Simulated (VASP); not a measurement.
The system is SrAl2Cl2.

```
Cl Al Sr
1.0
     2.62233    4.54201    0.00000
    -2.62233    4.54201    0.00000
     0.00000    0.00000    5.47194
Cl Al Sr
2 2 1
Direct
  0.33330 0.33340 0.09760
  0.66670 0.66660 0.90240
  0.33330 0.33340 0.45890
  0.66670 0.66660 0.54110
  0.00000 0.00000 0.00000
```

```yaml
Program: VASP 6.6.1
Task: relaxation of cell and atoms
Functional: LDA
Potentials_or_basis: VASP PAW LDA potentials, release 64 (Cl, Al, Sr_sv)
Cutoff: 600 eV
k_mesh: 7 × 7 × 6
Occupations: fermi-dirac, width 0.1 eV
Spin: no spin polarisation
```

At the start: pressure 2.9 GPa; volume 26.07 Å³/atom.

Q: How do energy, volume and symmetry change on relaxing?

A: Over 9 steps the energy falls by 341.0 meV/atom and the volume is 24.39 Å³/atom (-6.4 %); space group P-3m1 (No. 164, to 0.1 Å) before and after.

Step by step:
```tsv
step	energy change (eV)	largest force (eV/Å)	pressure (GPa)	volume (Å³)
1	0.0000	4.9432	2.90	130.35
2	-1.2851	0.6213	-2.62	137.68
3	-1.5451	0.0990	-3.54	134.62
4	-1.6885	0.1988	-0.73	124.68
5	-1.6904	0.2142	-0.30	123.52
6	-1.7003	0.0863	-0.12	122.64
7	-1.7024	0.1149	0.02	122.04
8	-1.7036	0.0818	-0.01	122.01
9	-1.7048	0.0034	-0.09	121.95
```

Final structure:
```
CELL_PARAMETERS angstrom
2.47583 4.28825 0.00000
-2.47575 4.28821 -0.00014
0.00017 -0.00010 5.74324
ATOMIC_POSITIONS crystal
Cl 0.33334 0.33333 0.07382
Cl 0.66666 0.66667 0.92618
Al 0.33333 0.33334 0.49038
Al 0.66667 0.66666 0.50962
Sr 0.00000 0.00000 0.00000
```
